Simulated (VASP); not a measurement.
# TaRu (Pm-3m) in VASP: a series of runs, part 2 of 2

VASP 6.6.1. Earlier steps stand in the parts before.

## (3) Single point, LDA

This run uses another cell than the first one, of 15.18 Å³/atom, 0.938 times its volume.

INCAR

```
SYSTEM = TaRu
  PREC = Accurate
  ENCUT = 520
  EDIFF = 1E-6
  ISMEAR = 0
  SIGMA = 0.1
  LREAL = .FALSE.
  LASPH = .TRUE.
  NELM = 80
  ALGO = Normal
  ISIF = 2
  LWAVE = .FALSE.
  LCHARG = .TRUE.
  LELF = .TRUE.
  LVHAR = .TRUE.
  NBANDS = 20
```

KPOINTS

```
regular mesh
0
G
  6 6 6
  0 0 0
```

POSCAR

```
TaRu
1.0
    3.1194155737      0.0000000000      0.0000000000
    0.0000000000      3.1194155737      0.0000000000
    0.0000000000      0.0000000000      3.1194155737
Ta Ru
1 1
Direct
    0.5000000000      0.5000000000      0.5000000000
    0.0000000000      0.0000000000      0.0000000000
```

Potentials or basis: VASP PAW LDA potentials, release 64 (Ta_pv, Ru_pv).

Run with:

```sh
$ cat potpaw_LDA.64/Ta_pv/POTCAR potpaw_LDA.64/Ru_pv/POTCAR > POTCAR
$ mpirun -np 1 vasp_std > vasp.out
```

Wall time 3.3 s (1 thread of Intel Xeon 6975P-C (Granite Rapids), shared host); peak memory 0.13 GiB.

It converged, with:

```
Free energy : -24.0082 eV
Pressure    : 1.0 GPa
```

Levels at points of the mesh, in eV from the Fermi level:
| k point | band 8 | band 9 | band 10 | band 11 | band 12 | band 13 | band 14 | band 15 | band 16 | band 17 |
| --- | --- | --- | --- | --- | --- | --- | --- | --- | --- | --- |
| (0.00, 0.00, 0.00) | -6.29 | -6.29 | -2.49 | -2.49 | -2.49 | 1.08 | 1.08 | 4.39 | 4.39 | 4.39 |
| (0.50, 0.00, 0.00) | -4.77 | -4.15 | -2.56 | -2.45 | -2.45 | -1.42 | -0.03 | -0.03 | 0.99 | 2.42 |
| (0.50, 0.50, 0.00) | -6.27 | -4.32 | -4.32 | -0.34 | 0.15 | 0.82 | 0.82 | 1.76 | 4.37 | 4.71 |
| (0.50, 0.50, 0.50) | -3.85 | -3.85 | -3.08 | -3.08 | -3.08 | -0.25 | -0.25 | 4.57 | 4.57 | 7.47 |

Caveat: spin-orbit coupling is left out, which moves the levels of the heavy elements.

## (4) Relaxation of cell and atoms, LDA

INCAR

```
SYSTEM = TaRu
PREC = Accurate ; ENCUT = 600
EDIFF = 1E-6 ; ISMEAR = 0
SIGMA = 0.1 ; LREAL = .False.
LASPH = .True. ; NELM = 80
ALGO = Normal ; ISIF = 3
LWAVE = .False. ; LCHARG = .False.
IBRION = 2 ; NSW = 100
EDIFFG = -0.05
```

KPOINTS

```
Automatic mesh
0
Gamma
  6 6 6
  0 0 0
```

POSCAR

```
TaRu
1.0
    3.1870000000      0.0000000000      0.0000000000
    0.0000000000      3.1870000000      0.0000000000
    0.0000000000      0.0000000000      3.1870000000
Ta Ru
1 1
Direct
    0.5000000000      0.5000000000      0.5000000000
    0.0000000000      0.0000000000      0.0000000000
```

Run with:

```sh
$ cat potpaw_LDA.64/Ta_pv/POTCAR potpaw_LDA.64/Ru_pv/POTCAR > POTCAR
$ mpirun -np 1 vasp_std > vasp.out
```

It took 16 s on 1 thread of Intel Xeon 6975P-C (Granite Rapids), shared host; peak memory 0.16 GiB.

It converged, with:

- Free energy: -24.0097 eV
- Relaxed volume: 15.25 Å³/atom
- Relaxed cell: a = 3.124 Å, b = 3.124 Å, c = 3.124 Å, α = 90.00°, β = 90.00°, γ = 90.00°
- Space group after relaxing (to 0.05 Å): Pm-3m (No. 221)
- Energy gained by relaxing: 48.4 meV/atom
- Ionic steps: 4
- Pressure after relaxing: -0.3 GPa

The path:
```
step  energy change (eV)  largest force (eV/Å)  pressure (GPa)  volume (Å³)
   1              0.0000                0.0000          -15.36        32.37
   2              0.8452                0.0000           72.78        25.63
   3             -0.0962                0.0000           -1.19        30.59
   4             -0.0967                0.0000           -0.30        30.49
```

Final structure:
```
CELL_PARAMETERS angstrom
3.12420 0.00000 0.00000
0.00000 3.12420 0.00000
0.00000 0.00000 3.12420
ATOMIC_POSITIONS crystal
Ta 0.50000 0.50000 0.50000
Ru 0.00000 0.00000 0.00000
```

Levels at points of the mesh, in eV from the Fermi level:
| k point | band 10 | band 11 | band 12 | band 13 | band 14 | band 15 |
| --- | --- | --- | --- | --- | --- | --- |
| (0.00, 0.00, 0.00) | -2.48 | -2.48 | -2.48 | 1.08 | 1.08 | 4.36 |
| (0.50, 0.00, 0.00) | -2.54 | -2.43 | -2.43 | -1.41 | -0.03 | -0.03 |
| (0.50, 0.50, 0.00) | -4.29 | -0.34 | 0.15 | 0.80 | 0.80 | 1.75 |
| (0.50, 0.50, 0.50) | -3.06 | -3.06 | -3.06 | -0.25 | -0.25 | 4.55 |

Caveat: spin-orbit coupling is left out, which moves the levels of the heavy elements.

## (5) Single point, LDA

This run uses another cell than the first one, of 15.16 Å³/atom, 0.937 times its volume.

INCAR

```
SYSTEM = TaRu
ALGO     = Fast           ! electronic algorithm
EDIFF    = 1E-6           ! SCF threshold, eV
ENCUT    = 520            ! plane-wave cutoff, eV
GGA      = CA             ! functional
ISIF     = 2              ! what is computed and relaxed
ISMEAR   = 0              ! smearing method
LASPH    = .TRUE.         ! aspherical terms in the spheres
LCHARG   = .TRUE.         ! write CHGCAR
LELF     = .TRUE.         ! ELF
LREAL    = .FALSE.        ! projectors in reciprocal space
LVHAR    = .TRUE.       
LWAVE    = .FALSE.        ! write WAVECAR
NBANDS   = 20             ! bands
NELM     = 80             ! most SCF steps
PREC     = Accurate       ! precision mode
SIGMA    = 0.1            ! smearing width, eV
```

KPOINTS

```
k-points
0
G
  14 14 14
  0 0 0
```

POSCAR

```
TaRu
1.0
    3.1182077911      0.0000000000      0.0000000000
    0.0000000000      3.1182077911      0.0000000000
    0.0000000000      0.0000000000      3.1182077911
Ta Ru
1 1
Direct
    0.5000000000      0.5000000000      0.5000000000
    0.0000000000      0.0000000000      0.0000000000
```

Run with:

```sh
$ cat potpaw_LDA.64/Ta_pv/POTCAR potpaw_LDA.64/Ru_pv/POTCAR > POTCAR
$ mpirun -np 1 vasp_std > vasp.out
```

Run time: 18 s. Hardware: 1 thread of Intel Xeon 6975P-C (Granite Rapids), shared host; peak memory 0.18 GiB.

The run converged. Its results:

```
Free energy : -24.0057 eV
Pressure    : 1.0 GPa
```

Levels at points of the mesh, in eV from the Fermi level:
```tsv
k point	band 10	band 11	band 12	band 13	band 14	band 15
(0.00, 0.00, 0.00)	-2.55	-2.55	-2.55	1.02	1.02	4.32
(0.50, 0.00, 0.00)	-2.64	-2.51	-2.51	-1.48	-0.11	-0.11
(0.50, 0.50, 0.00)	-4.39	-0.38	0.09	0.75	0.75	1.69
(0.50, 0.50, 0.50)	-3.16	-3.16	-3.16	-0.30	-0.30	4.50
```

Caveat: spin-orbit coupling is left out, which moves the levels of the heavy elements.

## (6) Relaxation of cell and atoms, LDA

INCAR

```
SYSTEM = TaRu
PREC = Accurate ; ENCUT = 600
EDIFF = 1E-7 ; ISMEAR = 0
SIGMA = 0.1 ; LREAL = .False.
LASPH = .True. ; NELM = 120
ALGO = Normal ; ISIF = 3
LWAVE = .False. ; LCHARG = .False.
IBRION = 2 ; NSW = 100
EDIFFG = -0.05 ; GGA_COMPAT = .False.
NELMIN = 4
```

KPOINTS

```
Automatic mesh
0
Gamma
  6 6 6
  0 0 0
```

POSCAR

```
TaRu
1.0
    3.1870000000      0.0000000000      0.0000000000
    0.0000000000      3.1870000000      0.0000000000
    0.0000000000      0.0000000000      3.1870000000
Ta Ru
1 1
Direct
    0.5000000000      0.5000000000      0.5000000000
    0.0000000000      0.0000000000      0.0000000000
```

Potentials or basis: VASP PAW LDA potentials, release 64 (Ta_sv_GW, Ru_sv).

Run with:

```sh
$ cat potpaw_LDA.64/Ta_sv_GW/POTCAR potpaw_LDA.64/Ru_sv/POTCAR > POTCAR
$ mpirun -np 1 vasp_std > vasp.out
```

Run time: 45 s. Hardware: 1 thread of Intel Xeon Platinum 8375C at 2.90GHz (Ice Lake), shared host; peak memory 0.16 GiB.

It converged, with:

```
Free energy                            : -26.5129 eV
Relaxed volume                         : 15.22 Å³/atom
Relaxed cell                           : a = 3.122 Å, b = 3.122 Å, c = 3.122 Å, α = 90.00°, β = 90.00°, γ = 90.00°
Space group after relaxing (to 0.05 Å) : Pm-3m (No. 221)
Energy gained by relaxing              : 51.0 meV/atom
Ionic steps                            : 4
Pressure after relaxing                : -0.3 GPa
```

Step by step:
| step | energy change (eV) | largest force (eV/Å) | pressure (GPa) | volume (Å³) |
| --- | --- | --- | --- | --- |
| 1 | 0.0000 | 0.0000 | -15.75 | 32.37 |
| 2 | 0.8860 | 0.0000 | 74.78 | 25.48 |
| 3 | -0.1014 | 0.0000 | -1.30 | 30.55 |
| 4 | -0.1020 | 0.0000 | -0.32 | 30.44 |

Final structure:
```cif
data_structure
_symmetry_space_group_name_H-M 'P 1'
_symmetry_Int_Tables_number 1
_cell_length_a 3.1224
_cell_length_b 3.1224
_cell_length_c 3.1224
_cell_angle_alpha 90.000
_cell_angle_beta 90.000
_cell_angle_gamma 90.000
_cell_volume 30.44
loop_
_atom_site_label
_atom_site_type_symbol
_atom_site_fract_x
_atom_site_fract_y
_atom_site_fract_z
_atom_site_occupancy
Ta1 Ta 0.50000 0.50000 0.50000 1
Ru1 Ru 0.00000 0.00000 0.00000 1
```

Levels at points of the mesh, in eV from the Fermi level:
| k point | band 10 | band 11 | band 12 | band 13 | band 14 | band 15 | band 16 | band 17 | band 18 |
| --- | --- | --- | --- | --- | --- | --- | --- | --- | --- |
| (0.00, 0.00, 0.00) | -6.26 | -6.26 | -2.48 | -2.48 | -2.48 | 1.08 | 1.08 | 4.37 | 4.37 |
| (0.50, 0.00, 0.00) | -4.75 | -4.13 | -2.54 | -2.44 | -2.44 | -1.42 | -0.03 | -0.03 | 0.98 |
| (0.50, 0.50, 0.00) | -6.25 | -4.30 | -4.30 | -0.34 | 0.15 | 0.82 | 0.82 | 1.75 | 4.36 |
| (0.50, 0.50, 0.50) | -3.84 | -3.84 | -3.07 | -3.07 | -3.07 | -0.25 | -0.25 | 4.55 | 4.55 |

Caveat: spin-orbit coupling is left out, which moves the levels of the heavy elements.

## (7) Overview

```csv
task,potentials or basis,cell,k mesh,cutoff (eV),second run,gap on the mesh (eV),pressure (GPa),relaxed volume (Å³/atom)
relaxation of cell and atoms,"VASP PAW LDA potentials, release 64 (Ta_pv, Ru_pv)","relaxed from a = 3.187 Å, 2 atoms",6 × 6 × 6,600,-,none,-0.3,15.25
single point,"VASP PAW LDA potentials, release 64 (Ta_pv, Ru_pv)","a = 3.119 Å, 2 atoms",6 × 6 × 6,520,-,none,1.0,-
single point,"VASP PAW LDA potentials, release 64 (Ta_pv, Ru_pv)","a = 3.118 Å, 2 atoms",14 × 14 × 14,520,-,none,1.0,-
relaxation of cell and atoms,"VASP PAW LDA potentials, release 64 (Ta_sv_GW, Ru_sv)","relaxed from a = 3.187 Å, 2 atoms",6 × 6 × 6,600,valence_matched,none,-0.3,15.22
```

Alike in all rows: level LDA; no spin polarisation; smearing gaussian 0.1 eV.

Caveats: spin-orbit coupling is left out, which moves the levels of the heavy elements.

Total energies depend on the potentials used, so only differences within one code and one set of settings carry meaning.
